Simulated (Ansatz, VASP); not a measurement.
## NaCl in VASP and in Ansatz

```
CELL_PARAMETERS angstrom
0.00000 2.81257 2.81257
2.81257 0.00000 2.81257
2.81257 2.81257 0.00000
ATOMIC_POSITIONS crystal
Cl 0.50000 0.50000 0.50000
Na 0.00000 0.00000 0.00000
```

Alike in both runs: task single point; functional BHLYP; k mesh 4 × 4 × 4; occupations fermi-dirac, width 0.05 eV; no spin polarisation.

|  | VASP | Ansatz |
| --- | --- | --- |
| version | VASP 6.6.1 | Ansatz 0.2.0 |
| potentials or method | VASP PAW PBE potentials, release 64 (Cl, Na_pv) | Ansatz PAW |
| plane-wave cutoff (eV) | 520 | 420 |
| valence electrons in the cell | 14 | 16 |

```tsv
	VASP	Ansatz	Ansatz less VASP
gap on the k mesh at the Fermi level (eV)	9.36	9.33	-0.035
least direct gap on the mesh (eV)	9.36	9.33	-0.035
pressure (GPa)	0.0	0.1	+0.14
```

VASP's potentials were made for PBE, not for BHLYP. VASP's potentials hold 14 valence electrons a cell and Ansatz's 16, so a difference there can come from the potentials and not from the codes.

The k mesh is coarse, so the values compare programs but aren't converged.
